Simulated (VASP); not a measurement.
## Bi: single point with PBEsol

Bi:

```
CELL_PARAMETERS angstrom
3.42046 -2.98925 -0.01631
3.42046 2.98925 -0.01631
-1.25018 0.00000 3.05863
ATOMIC_POSITIONS crystal
Bi 0.75176 0.75176 0.83346
Bi 0.24824 0.24824 0.16654
```

```
Program             : VASP 6.6.1
Task                : single point
Functional          : PBEsol
Potentials or basis : VASP PAW PBE potentials, release 64 (Bi_d)
Cutoff              : 520 eV
k mesh              : 6 × 6 × 9
Occupations         : fermi-dirac, width 0.05 eV
Spin                : no spin polarisation
```

| Quantity | Value |
| --- | --- |
| Pressure | 1.9 GPa |
| Band gap on the k mesh | zero (bands 15 and 16 overlap by 4.66 eV) |

Levels at points of the mesh, in eV from the Fermi level:
```tsv
k point	band 11	band 12	band 13	band 14	band 15	band 16	band 17	band 18	band 19	band 20
(0.00, 0.00, 0.00)	-13.74	-9.01	-3.47	-3.00	2.59	3.15	4.01	4.34	4.59	7.15
(0.50, 0.00, 0.00)	-12.03	-11.88	-1.23	-1.01	-0.72	-0.66	3.45	4.50	7.65	8.74
(0.50, 0.50, 0.00)	-11.62	-11.12	-5.51	-5.48	2.66	4.33	5.77	6.43	8.71	10.11
```

Wall time 120 s on 1 thread of AMD EPYC 7R43 64-Core Processor (Zen 3), with other jobs on the host, peak memory 0.21 GiB.

Caveat: the PAW data sets were made with another functional, which shifts forces and pressure a little; spin-orbit coupling is left out, which moves the levels of the heavy elements.
